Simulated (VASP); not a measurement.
# Se (Im-3m) in VASP: notebook

Se is run at these levels: PBEsol; tasks: single point.

All numbers are computed with VASP 6.6.1; they aren't measurements. Logs are shortened: lines on timing, memory, paths and dates and some standing lists are left out, and cuts for length are marked.

### Step 1. The cell of the first run

The structure is cubic, space group Im-3m (No. 229). The conventional cell has a = 2.808 Å, b = 2.808 Å, c = 2.808 Å, α = 90.00°, β = 90.00°, γ = 90.00°. Se (site symmetry m-3m) has 14 Se at 2.43 to 2.81 Å within 3.2 Å.

### Step 2. Single point, PBEsol

Input file INCAR:

```
SYSTEM = Se
ALGO = Normal ; EDIFF = 1E-6
ENCUT = 500 ; GGA = PS
GGA_COMPAT = .FALSE. ; ISIF = 2
ISMEAR = 0 ; LASPH = .TRUE.
LCHARG = .FALSE. ; LREAL = .FALSE.
LWAVE = .FALSE. ; NBANDS = 9
NELM = 120 ; PREC = Accurate
SIGMA = 0.25
```

Input file KPOINTS:

```
k-points
0
G
  13 13 13
  0 0 0
```

Input file POSCAR:

```
Se
1.0
   -1.4038000000      1.4038000000      1.4038000000
    1.4038000000     -1.4038000000      1.4038000000
    1.4038000000      1.4038000000     -1.4038000000
Se
1
Direct
    0.0000000000      0.0000000000      0.0000000000
```

Potentials or basis: VASP PAW PBE potentials, release 64 (Se).

Started as:

```bash
$ cat potpaw_PBE.64/Se/POTCAR > POTCAR
$ mpirun -np 1 vasp_std > vasp.out
```

OUTCAR:

```text
SYSTEM = Se
   EDIFF = 1E-6
   ENCUT = 500
   GGA = PS
   ISIF = 2
   ISMEAR = 0
   LASPH = .TRUE.
   LREAL = .FALSE.
   NELM = 120
   PREC = Accurate

 ion  position               nearest neighbor table
   1  0.000  0.000  0.000-

  LATTYP: Found a body centered cubic cell.
 ALAT       =     2.8076000000

  Lattice vectors:

 A1 = (  -1.4038000000,   1.4038000000,   1.4038000000)
 A2 = (   1.4038000000,  -1.4038000000,   1.4038000000)
 A3 = (   1.4038000000,   1.4038000000,  -1.4038000000)

Analysis of symmetry for initial positions (statically):
=====================================================================
 Subroutine PRICEL returns:
 Original cell was already a primitive cell.

 Routine SETGRP: Setting up the symmetry group for a
 body centered cubic supercell.

 Subroutine GETGRP returns: Found 48 space group operations
 (whereof 48 operations were pure point group operations)
 out of a pool of 48 trial point group operations.

The static configuration has the point symmetry O_h .

Analysis of symmetry for dynamics (positions and initial velocities):
=====================================================================
 Subroutine PRICEL returns:
 Original cell was already a primitive cell.

 Routine SETGRP: Setting up the symmetry group for a
 body centered cubic supercell.

 Subroutine GETGRP returns: Found 48 space group operations
 (whereof 48 operations were pure point group operations)
 out of a pool of 48 trial point group operations.

The dynamic configuration has the point symmetry O_h .

 Subroutine INISYM returns: Found 48 space group operations
 (whereof 48 operations are pure point group operations),
 and found     1 'primitive' translations

----------------------------------------------------------------------------------------

                                     Primitive cell

  volume of cell :      11.0656

  direct lattice vectors                    reciprocal lattice vectors
    -1.403800000  1.403800000  1.403800000     0.000000000  0.356176093  0.356176093
     1.403800000 -1.403800000  1.403800000     0.356176093  0.000000000  0.356176093
     1.403800000  1.403800000 -1.403800000     0.356176093  0.356176093  0.000000000

  length of vectors
     2.431452924  2.431452924  2.431452924     0.503709062  0.503709062  0.503709062

  position of ions in fractional coordinates (direct lattice)
     0.000000000  0.000000000  0.000000000

  ion indices of the primitive-cell ions
   primitive index   ion index
                 1           1

----------------------------------------------------------------------------------------

 KPOINTS: k-points

Automatic generation of k-mesh.
 Grid dimensions read from file:
 generate k-points for:   13   13   13

 Generating k-lattice:

  Cartesian coordinates                     Fractional coordinates (reciprocal lattice)
     0.000000000  0.027398161  0.027398161     0.076923077  0.000000000  0.000000000
     0.027398161  0.000000000  0.027398161     0.000000000  0.076923077  0.000000000
     0.027398161  0.027398161  0.000000000     0.000000000  0.000000000  0.076923077

  Length of vectors
     0.038746851  0.038746851  0.038746851

  Shift w.r.t. Gamma in fractional coordinates (k-lattice)
     0.000000000  0.000000000  0.000000000

 Subroutine IBZKPT returns following result:
 ===========================================

 Found     84 irreducible k-points:

 Following reciprocal coordinates:
            Coordinates               Weight
  0.000000  0.000000  0.000000      1.000000
  0.076923  0.000000  0.000000     12.000000
  0.153846  0.000000  0.000000     12.000000
  0.230769  0.000000  0.000000     12.000000
  0.307692  0.000000  0.000000     12.000000
  0.384615  0.000000  0.000000     12.000000
[... 16 lines left out ...]
  0.153846  0.076923  0.076923     24.000000
  0.230769  0.076923  0.076923     24.000000
 [... further k-points ...]
   k-points           NKPTS =     84   k-points in BZ     NKDIM =     84   number of bands    NBANDS=      9
   number of dos      NEDOS =    301   number of ions     NIONS =      1
   total plane-waves  NPLWV =   5832
   dimension x,y,z NGX =    18 NGY =   18 NGZ =   18
   dimension x,y,z NGXF=    36 NGYF=   36 NGZF=   36
   ions per type =               1
   NGX,Y,Z   is equivalent  to a cutoff of  12.31, 12.31, 12.31 a.u.
   NGXF,Y,Z  is equivalent  to a cutoff of  24.61, 24.61, 24.61 a.u.
 SYSTEM =  Se
   PREC   = accura    normal or accurate (medium, high low for compatibility)
   ISTART =      0    job   : 0-new  1-cont  2-samecut
   ICHARG =      2    charge: 1-file 2-atom 10-const
   ISPIN  =      1    spin polarized calculation?
   LNONCOLLINEAR =      F non collinear calculations
   LSORBIT =      F    spin-orbit coupling
   LASPH  =      T    aspherical Exc in radial PAW
   ENCUT  =  500.0 eV  36.75 Ry    6.06 a.u.   4.43  4.43  4.43*2*pi/ulx,y,z
   NELM   =    120;   NELMIN=  2; NELMDL= -5     # of ELM steps
   EDIFF  = 0.1E-05   stopping-criterion for ELM
   LREAL  =      F    real-space projection
   EDIFFG = 0.1E-04   stopping-criterion for IOM
   NSW    =      0    number of steps for IOM
   IBRION =     -1    ionic relax: 0-MD 1-quasi-New 2-CG
   NFREE  =      0    steps in history (QN), initial steepest desc. (CG)
   ISIF   =      2    stress and relaxation
   ISYM   =      2    0-nonsym 1-usesym 2-fastsym
   POTIM  = 0.5000    time-step for ionic-motion
   TEBEG  =    0.0;   TEEND  =   0.0 temperature during run
   PSTRESS=    0.0 pullay stress
   NELECT =       6.0000    total number of electrons
   NUPDOWN=      -1.0000    fix difference up-down
   EMIN   =  10.00;   EMAX   =-10.00  energy-range for DOS
   EFERMI =   0.00;   METHOD = LEGACY
   ISMEAR =     0;   SIGMA  =   0.25  broadening in eV -4-tet -1-fermi 0-gaus
   EFERMI_NEDOS =   21; number of points for ismear=-14 and -15
   IALGO  =     38    algorithm
   IMIX   =      4    mixing-type and parameters
     AMIX     =   0.40;   BMIX     =  1.00
     AMIX_MAG =   1.60;   BMIX_MAG =  1.00
  volume/ion in A,a.u.               =      11.07        74.67
  Fermi-wavevector in a.u.,A,eV,Ry     =   1.334955  2.522699 24.247014  1.782105
  Thomas-Fermi vector in A             =   2.463697
   LORBIT       =      0    0 simple, 1 ext, 2 COOP (PROOUT), +10 PAW based schemes
   GGA     = PS    functional components
   LHFCALC =     F    Hartree Fock is set to
   AEXX    =    0.0000 exact exchange contribution
   IVDW    =     0    specifies the selected vdW correction
   LEPSILON=     F    determine dielectric tensor
   LRPA    =     F    only Hartree local field effects (RPA)
 non-spin polarized calculation
 Gauss-broadening in eV      SIGMA  =   0.25
  energy-cutoff  :      500.00
  volume of cell :       11.07
 maximum number of plane-waves:       321
 NGX is ok and might be reduce to    18
   NGX =  9   NGY =  9   NGZ =  9

 number of electron       6.0000001 magnetization

 Free energy of the ion-electron system (eV)
  ---------------------------------------------------
  ext. energy  EPLUGINS =         0.00000000
  ---------------------------------------------------
  free energy    TOTEN  =        -0.84730233 eV

  energy without entropy =       -0.83374299  energy(sigma->0) =       -0.84052266

 E-fermi :  15.1689     XC(G=0): -13.6293

 val. band max:       15.1409687208   @ k =   0.1538   0.1538   0.0000
 cond. band min:      15.1867658150   @ k =  -0.3846   0.4615   0.2308
 fundamental gap:      0.0457970941
 Fermi energy:        15.1688721896

 k-point     1 :       0.0000    0.0000    0.0000
  band No.  band energies     occupation
      1      -8.8084      2.00000
      2      22.8578      0.00000
      3      22.8578      0.00000
      4      22.8578      0.00000
      5      29.3143      0.00000
      6      29.3143      0.00000
      7      29.3143      0.00000
      8      33.0686      0.00000
      9      33.0686      0.00000

 k-point     2 :       0.0769    0.0000    0.0000
  band No.  band energies     occupation
      1      -8.5839      2.00000
      2      21.1273      0.00000
      3      21.9249      0.00000
      4      22.6221      0.00000
      5      28.2039      0.00000
      6      28.7195      0.00000
      7      30.6192      0.00000
      8      31.4827      0.00000
      9      31.8345      0.00000

 k-point     3 :       0.1538    0.0000    0.0000
  band No.  band energies     occupation
      1      -7.9108      2.00000
      2      17.4499      0.00000
      3      20.1932      0.00000
      4      21.9720      0.00000
      5      26.4588      0.00000
      6      27.0239      0.00000
      7      31.3649      0.00000
      8      32.1789      0.00000
      9      33.4670      0.00000

 k-point     4 :       0.2308    0.0000    0.0000
  band No.  band energies     occupation
      1      -6.7907      2.00000
      2      13.3579      2.00000
      3      18.5394      0.00000
      4      21.1039      0.00000
      5      24.9313      0.00000
      6      25.5515      0.00000
      7      31.8028      0.00000
      8      33.3869      0.00000
      9      36.9886      0.00000
[... 205 lines left out ...]
 k-point    22 :       0.0769    0.0769    0.0769
  band No.  band energies     occupation
      1      -7.4624      2.00000
      2      16.3934      0.00000
      3      19.1139      0.00000
      4      19.1139      0.00000
      5      28.0694      0.00000
      6      28.0694      0.00000
      7      32.4491      0.00000
      8      32.4491      0.00000
      9      33.6261      0.00000

 k-point    23 :       0.1538    0.0769    0.0769
  band No.  band energies     occupation
      1      -6.3438      2.00000
      2      13.3008      2.00000
      3      16.4108      0.00000
      4      17.7881      0.00000
      5      27.9966      0.00000
      6      28.2839      0.00000
      7      32.9410      0.00000
      8      33.4307      0.00000
      9      35.5528      0.00000

 k-point    24 :       0.2308    0.0769    0.0769
  band No.  band energies     occupation
      1      -4.7869      2.00000
      2       9.6661      2.00000
      3      14.7300      1.98696
      4      16.6875      0.00000
      5      27.6294      0.00000
      6      27.6672      0.00000
      7      33.7444      0.00000
      8      35.1078      0.00000
      9      38.6564      0.00000

 [... further k-points ...]
[... 5 lines left out ...]
  --------------------------------------------------------------------------------------
  -------------------------------------------------------------------------------------
  Total       11.3256109     11.3256109     11.3256109      0.0000000      0.0000000      0.0000000
  in kB     1639.8212620   1639.8212620   1639.8212620      0.0000000      0.0000000      0.0000000
  external PRESSURE =    1639.8212620 kB  Pullay stress =       0.0000000 kB

 VOLUME and BASIS-vectors are now :
 -----------------------------------------------------------------------------
  energy-cutoff  :      500.00
  volume of cell :       11.07
      direct lattice vectors                 reciprocal lattice vectors
    -1.403800000  1.403800000  1.403800000     0.000000000  0.356176093  0.356176093
     1.403800000 -1.403800000  1.403800000     0.356176093  0.000000000  0.356176093
     1.403800000  1.403800000 -1.403800000     0.356176093  0.356176093  0.000000000

 POSITION                                       TOTAL-FORCE (eV/Angst)
 -----------------------------------------------------------------------------------
      0.00000      0.00000      0.00000         0.000000     -0.000000     -0.000000
 -----------------------------------------------------------------------------------
    total drift:                               -0.000000      0.000000      0.000000

  FREE ENERGIE OF THE ION-ELECTRON SYSTEM (eV)
  ---------------------------------------------------
  free  energy   TOTEN  =        -0.8473023313 eV

  energy  without entropy=       -0.8337429900  energy(sigma->0) =       -0.84052266
```

Wall time 20 s (1 thread of AMD EPYC 7R13, shared host); peak memory 0.09 GiB.

Results:

```
Free energy            : -0.8473 eV
Pressure               : 164.0 GPa
Band gap on the k mesh : zero (band 3 reaches 22.86 eV, above the bottom of band 4 at 7.63 eV)
```

Caveat: the PAW data sets were made with another functional, which shifts forces and pressure a little.

(Continued in part 2 of 2.)
